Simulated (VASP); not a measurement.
# B (Im-3m) in VASP: a series of runs, part 2 of 2

VASP 6.6.1.

## (4) Single point, RPBE (6.00 Å³/atom)

This run uses another cell than the first one, of 6.00 Å³/atom.

Input file INCAR:

```
  ALGO = Normal
  EDIFF = 1E-7
  ENCUT = 520
  GGA = RP
  ISIF = 2
  ISMEAR = -1
  LASPH = True
  LCHARG = False
  LREAL = False
  LWAVE = False
  NBANDS = 8
  NELM = 60
  PREC = Accurate
  SIGMA = 0.1
```

Input file KPOINTS:

```
k-points
0
Gamma
  31 31 31
```

Input file POSCAR:

```
B
1.0
   -1.1450242244      1.1450242244      1.1450242244
    1.1450242244     -1.1450242244      1.1450242244
    1.1450242244      1.1450242244     -1.1450242244
B
1
Direct
    0.0000000000      0.0000000000      0.0000000000
```

Potentials or basis: VASP PAW PBE potentials, release 64 (B).

On the command line:

```
> cat potpaw_PBE.64/B/POTCAR > POTCAR
> mpirun -np 1 vasp_std > vasp.out
```

OUTCAR:

```text
EDIFF = 1E-7
   ENCUT = 520
   GGA = RP
   ISIF = 2
   ISMEAR = -1
   LASPH = True
   LREAL = False
   NELM = 60
   PREC = Accurate

 ion  position               nearest neighbor table
   1  0.000  0.000  0.000-

  LATTYP: Found a body centered cubic cell.
 ALAT       =     2.2900484488

  Lattice vectors:

 A1 = (  -1.1450242244,   1.1450242244,   1.1450242244)
 A2 = (   1.1450242244,  -1.1450242244,   1.1450242244)
 A3 = (   1.1450242244,   1.1450242244,  -1.1450242244)

Analysis of symmetry for initial positions (statically):
=====================================================================
 Subroutine PRICEL returns:
 Original cell was already a primitive cell.

 Routine SETGRP: Setting up the symmetry group for a
 body centered cubic supercell.

 Subroutine GETGRP returns: Found 48 space group operations
 (whereof 48 operations were pure point group operations)
 out of a pool of 48 trial point group operations.

The static configuration has the point symmetry O_h .

Analysis of symmetry for dynamics (positions and initial velocities):
=====================================================================
 Subroutine PRICEL returns:
 Original cell was already a primitive cell.

 Routine SETGRP: Setting up the symmetry group for a
 body centered cubic supercell.

 Subroutine GETGRP returns: Found 48 space group operations
 (whereof 48 operations were pure point group operations)
 out of a pool of 48 trial point group operations.

The dynamic configuration has the point symmetry O_h .

 Subroutine INISYM returns: Found 48 space group operations
 (whereof 48 operations are pure point group operations),
 and found     1 'primitive' translations

----------------------------------------------------------------------------------------

                                     Primitive cell

  volume of cell :       6.0049

  direct lattice vectors                    reciprocal lattice vectors
    -1.145024224  1.145024224  1.145024224     0.000000000  0.436671984  0.436671984
     1.145024224 -1.145024224  1.145024224     0.436671984  0.000000000  0.436671984
     1.145024224  1.145024224 -1.145024224     0.436671984  0.436671984  0.000000000

  length of vectors
     1.983240133  1.983240133  1.983240133     0.617547442  0.617547442  0.617547442

  position of ions in fractional coordinates (direct lattice)
     0.000000000  0.000000000  0.000000000

  ion indices of the primitive-cell ions
   primitive index   ion index
                 1           1

----------------------------------------------------------------------------------------

 KPOINTS: k-points

Automatic generation of k-mesh.
 Grid dimensions read from file:
 generate k-points for:   31   31   31

 Generating k-lattice:

  Cartesian coordinates                     Fractional coordinates (reciprocal lattice)
     0.000000000  0.014086193  0.014086193     0.032258065  0.000000000  0.000000000
     0.014086193  0.000000000  0.014086193     0.000000000  0.032258065  0.000000000
     0.014086193  0.014086193  0.000000000     0.000000000  0.000000000  0.032258065

  Length of vectors
     0.019920885  0.019920885  0.019920885

  Shift w.r.t. Gamma in fractional coordinates (k-lattice)
     0.000000000  0.000000000  0.000000000

 Subroutine IBZKPT returns following result:
 ===========================================

 Found    816 irreducible k-points:

 Following reciprocal coordinates:
            Coordinates               Weight
  0.000000  0.000000  0.000000      1.000000
  0.032258  0.000000  0.000000     12.000000
  0.064516  0.000000  0.000000     12.000000
  0.096774  0.000000  0.000000     12.000000
  0.129032  0.000000  0.000000     12.000000
  0.161290  0.000000  0.000000     12.000000
[... 16 lines left out ...]
  0.225806  0.032258  0.000000     48.000000
  0.258065  0.032258  0.000000     48.000000
 [... further k-points ...]
   k-points           NKPTS =    816   k-points in BZ     NKDIM =    816   number of bands    NBANDS=      8
   number of dos      NEDOS =    301   number of ions     NIONS =      1
   total plane-waves  NPLWV =   4096
   dimension x,y,z NGX =    16 NGY =   16 NGZ =   16
   dimension x,y,z NGXF=    32 NGYF=   32 NGZF=   32
   ions per type =               1
   NGX,Y,Z   is equivalent  to a cutoff of  13.41, 13.41, 13.41 a.u.
   NGXF,Y,Z  is equivalent  to a cutoff of  26.82, 26.82, 26.82 a.u.
 SYSTEM =  unknown system
   PREC   = accura    normal or accurate (medium, high low for compatibility)
   ISTART =      0    job   : 0-new  1-cont  2-samecut
   ICHARG =      2    charge: 1-file 2-atom 10-const
   ISPIN  =      1    spin polarized calculation?
   LNONCOLLINEAR =      F non collinear calculations
   LSORBIT =      F    spin-orbit coupling
   LASPH  =      T    aspherical Exc in radial PAW
   ENCUT  =  520.0 eV  38.22 Ry    6.18 a.u.   3.69  3.69  3.69*2*pi/ulx,y,z
   NELM   =     60;   NELMIN=  2; NELMDL= -5     # of ELM steps
   EDIFF  = 0.1E-06   stopping-criterion for ELM
   LREAL  =      F    real-space projection
   EDIFFG = 0.1E-05   stopping-criterion for IOM
   NSW    =      0    number of steps for IOM
   IBRION =     -1    ionic relax: 0-MD 1-quasi-New 2-CG
   NFREE  =      0    steps in history (QN), initial steepest desc. (CG)
   ISIF   =      2    stress and relaxation
   ISYM   =      2    0-nonsym 1-usesym 2-fastsym
   POTIM  = 0.5000    time-step for ionic-motion
   TEBEG  =    0.0;   TEEND  =   0.0 temperature during run
   PSTRESS=    0.0 pullay stress
   NELECT =       3.0000    total number of electrons
   NUPDOWN=      -1.0000    fix difference up-down
   EMIN   =  10.00;   EMAX   =-10.00  energy-range for DOS
   EFERMI =   0.00;   METHOD = LEGACY
   ISMEAR =    -1;   SIGMA  =   0.10  broadening in eV -4-tet -1-fermi 0-gaus
   EFERMI_NEDOS =   21; number of points for ismear=-14 and -15
   IALGO  =     38    algorithm
   IMIX   =      4    mixing-type and parameters
     AMIX     =   0.40;   BMIX     =  1.00
     AMIX_MAG =   1.60;   BMIX_MAG =  1.00
  volume/ion in A,a.u.               =       6.00        40.52
  Fermi-wavevector in a.u.,A,eV,Ry     =   1.299014  2.454781 22.958988  1.687438
  Thomas-Fermi vector in A             =   2.430305
   LORBIT       =      0    0 simple, 1 ext, 2 COOP (PROOUT), +10 PAW based schemes
   GGA     = RP    functional components
   LHFCALC =     F    Hartree Fock is set to
   AEXX    =    0.0000 exact exchange contribution
   IVDW    =     0    specifies the selected vdW correction
   LEPSILON=     F    determine dielectric tensor
   LRPA    =     F    only Hartree local field effects (RPA)
 non-spin polarized calculation
  energy-cutoff  :      520.00
  volume of cell :        6.00
 maximum number of plane-waves:       177
   NGX =  7   NGY =  7   NGZ =  7

 number of electron       3.0000000 magnetization

 Free energy of the ion-electron system (eV)
  ---------------------------------------------------
  ext. energy  EPLUGINS =         0.00000000
  ---------------------------------------------------
  free energy    TOTEN  =        -4.70287177 eV

  energy without entropy =       -4.69618056  energy(sigma->0) =       -4.69952616

 E-fermi :  10.3907     XC(G=0): -12.9545

 val. band max:       10.3853674743   @ k =  -0.4839   0.4839   0.4194
 cond. band min:      10.4223664738   @ k =   0.2903   0.1613   0.0323
 fundamental gap:      0.0369989995
 Fermi energy:        10.3906746926

 k-point     1 :       0.0000    0.0000    0.0000
  band No.  band energies     occupation
      1      -8.6047      2.00000
      2      26.4235      0.00000
      3      26.4235      0.00000
      4      26.4235      0.00000
      5      44.5081      0.00000
      6      44.5081      0.00000
      7      44.5081      0.00000
      8      48.3865      0.00000

 k-point     2 :       0.0323    0.0000    0.0000
  band No.  band energies     occupation
      1      -8.5569      2.00000
      2      26.2630      0.00000
      3      26.2983      0.00000
      4      26.3934      0.00000
      5      43.9963      0.00000
      6      44.0652      0.00000
      7      44.7476      0.00000
      8      47.1995      0.00000
[... 221 lines left out ...]
 k-point    23 :       0.2258    0.0323    0.0000
  band No.  band energies     occupation
      1      -5.8845      2.00000
      2      18.0249      0.00000
      3      22.1300      0.00000
      4      24.7945      0.00000
      5      36.5743      0.00000
      6      36.8563      0.00000
      7      45.4808      0.00000
      8      51.3519      0.00000

 k-point    24 :       0.2581    0.0323    0.0000
  band No.  band energies     occupation
      1      -5.1268      2.00000
      2      16.1293      0.00000
      3      21.4864      0.00000
      4      24.4656      0.00000
      5      35.7527      0.00000
      6      36.5878      0.00000
      7      45.8519      0.00000
      8      52.5816      0.00000

 [... further k-points ...]
[... 5 lines left out ...]
  --------------------------------------------------------------------------------------
  -------------------------------------------------------------------------------------
  Total        0.3427387      0.3427387      0.3427387      0.0000000      0.0000000     -0.0000000
  in kB       91.4470530     91.4470530     91.4470530      0.0000000      0.0000000     -0.0000000
  external PRESSURE =      91.4470530 kB  Pullay stress =       0.0000000 kB

 VOLUME and BASIS-vectors are now :
 -----------------------------------------------------------------------------
  energy-cutoff  :      520.00
  volume of cell :        6.00
      direct lattice vectors                 reciprocal lattice vectors
    -1.145024224  1.145024224  1.145024224     0.000000000  0.436671984  0.436671984
     1.145024224 -1.145024224  1.145024224     0.436671984  0.000000000  0.436671984
     1.145024224  1.145024224 -1.145024224     0.436671984  0.436671984  0.000000000

 POSITION                                       TOTAL-FORCE (eV/Angst)
 -----------------------------------------------------------------------------------
      0.00000      0.00000      0.00000        -0.000000     -0.000000     -0.000000
 -----------------------------------------------------------------------------------
    total drift:                               -0.000000     -0.000000     -0.000000

  FREE ENERGIE OF THE ION-ELECTRON SYSTEM (eV)
  ---------------------------------------------------
  free  energy   TOTEN  =        -4.7028717709 eV

  energy  without entropy=       -4.6961805581  energy(sigma->0) =       -4.69952616
```

Wall time 24 s (1 thread of Intel Xeon 8259CL, shared host); peak memory 0.13 GiB.

What came out:

```yaml
Free_energy: -4.7029 eV
Pressure: 9.1 GPa
Band_gap_on_the_k_mesh: zero (an odd number of electrons rules out a gap without spin polarisation)
```

Caveat: the cell stands under pressure; the PAW data sets were made with another functional, which shifts forces and pressure a little.

## (5) Single point, RPBE

This run uses another cell than the first one, of 6.26 Å³/atom.

Input file INCAR:

```
SYSTEM = B
ALGO = Normal ; EDIFF = 1E-6
ENCUT = 520 ; GGA = RP
ISIF = 2 ; ISMEAR = -1
LASPH = .TRUE. ; LCHARG = .FALSE.
LREAL = .FALSE. ; LWAVE = .FALSE.
NBANDS = 8 ; NELM = 80
PREC = Accurate ; SIGMA = 0.1
```

Input file KPOINTS:

```
k-points
0
G
  31 31 31
  0 0 0
```

Input file POSCAR:

```
B
1.0
   -1.1607114371      1.1607114371      1.1607114371
    1.1607114371     -1.1607114371      1.1607114371
    1.1607114371      1.1607114371     -1.1607114371
B
1
Direct
    0.0000000000      0.0000000000      0.0000000000
```

On the command line:

```
> cat potpaw_PBE.64/B/POTCAR > POTCAR
> mpirun -np 1 vasp_std > vasp.out
```

It took 23 s on 1 thread of Intel Xeon 8259CL, shared host; peak memory 0.14 GiB.

Results (log left out):

```yaml
Free_energy: -4.7096 eV
Pressure: -0.5 GPa
Band_gap_on_the_k_mesh: zero (an odd number of electrons rules out a gap without spin polarisation)
```

Levels at points of the mesh, in eV from the Fermi level:
```tsv
k point	band 1	band 2	band 3	band 4	band 5	band 6
(0.00, 0.00, 0.00)	-18.50	15.46	15.46	15.46	33.34	33.34
```

Caveat: the PAW data sets were made with another functional, which shifts forces and pressure a little.

## (6) Single point, RPBE (6.26 Å³/atom)

This run uses another cell than the first one, of 6.26 Å³/atom.

Input file INCAR:

```
ALGO = Normal
EDIFF = 1E-7
ENCUT = 520
GGA = RP
ISIF = 2
ISMEAR = -1
LASPH = True
LCHARG = True
LELF = True
LREAL = False
LVHAR = True
LWAVE = False
NBANDS = 8
NELM = 100
PREC = Accurate
SIGMA = 0.1
```

Input file KPOINTS:

```
k-points
0
Gamma
  31 31 31
```

POSCAR is that of step 5.

Potentials or basis: VASP PAW PBE potentials, release 64 (B).

On the command line:

```
> cat potpaw_PBE.64/B/POTCAR > POTCAR
> mpirun -np 1 vasp_std > vasp.out
```

Run time: 23 s. Hardware: 1 thread of Intel Xeon 8259CL, shared host; peak memory 0.14 GiB.

It converged, with:

* Free energy: -4.7096 eV
* Pressure: -0.5 GPa
* Band gap on the k mesh: zero (an odd number of electrons rules out a gap without spin polarisation)

Levels at points of the mesh, in eV from the Fermi level:
```
           k point  band 1  band 2  band 3  band 4  band 5
(0.00, 0.00, 0.00)  -18.50   15.46   15.46   15.46   33.34
```

Caveat: the PAW data sets were made with another functional, which shifts forces and pressure a little.

## (7) Summary

| cell | gap on the mesh (eV) | pressure (GPa) |
| --- | --- | --- |
| a = 1.927 Å, angles 109.5°, 1 atom | none | 36.0 |
| a = 1.955 Å, angles 109.5°, 1 atom | none | 21.2 |
| a = 1.983 Å, angles 109.5°, 1 atom | none | 9.1 |
| a = 2.010 Å, angles 109.5°, 1 atom | none | -0.5 |

Alike in all rows: task single point; level RPBE; potentials or basis VASP PAW PBE potentials, release 64 (B); no spin polarisation; k mesh 31 × 31 × 31; cutoff (eV) 520; smearing fermi-dirac 0.1 eV.

Caveats: the PAW data sets were made with another functional, which shifts forces and pressure a little; the cell stands under pressure (at least some runs).

Total energies depend on the potentials used, so only differences within one code and one set of settings carry meaning.
